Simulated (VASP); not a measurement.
Input of a VASP 6.6.1 run:

Contents of POSCAR:

```
ZrRh3
1.0
    4.0067606278      0.0000000000      0.0000000000
    0.0000000000      4.0067606278      0.0000000000
    0.0000000000      0.0000000000      4.0067606278
Zr Rh
1 3
Direct
    0.0000000000      0.0000000000      0.0000000000
    0.0000000000      0.5000000000      0.5000000000
    0.5000000000      0.0000000000      0.5000000000
    0.5000000000      0.5000000000      0.0000000000
```

INCAR.step1

```
PREC = Accurate
ENCUT = 520
ISMEAR = 0
SIGMA = 0.1
LREAL = F
LASPH = T
NELM = 60
NBANDS = 36
GGA = PE
ALGO = Normal
EDIFF = 1E-4
LWAVE = T
LCHARG = F
```

File INCAR.step2:

```
PREC = Accurate
ENCUT = 520
EDIFF = 1E-6
ISMEAR = 0
SIGMA = 0.1
LREAL = F
LASPH = T
NELM = 60
ALGO = Normal
ISIF = 2
LWAVE = F
LCHARG = F
METAGGA = R2SCAN
LMIXTAU = T
NBANDS = 36
ISTART = 1
```

KPOINTS

```
regular mesh
0
Gamma
  12 12 12
```

Potentials or basis: VASP PAW PBE potentials, release 64 (Zr_sv, Rh_pv).

Launch:

```console
$ cat potpaw_PBE.64/Zr_sv/POTCAR potpaw_PBE.64/Rh_pv/POTCAR > POTCAR
$ cp INCAR.step1 INCAR
$ mpirun -np 1 vasp_std > vasp.out
$ cp INCAR.step2 INCAR
$ mpirun -np 1 vasp_std > vasp.out
```

Problem. Estimate the pressure.

Solution. -11.2 GPa.

Caveat: the PAW data sets were made with another functional, which shifts forces and pressure a little.
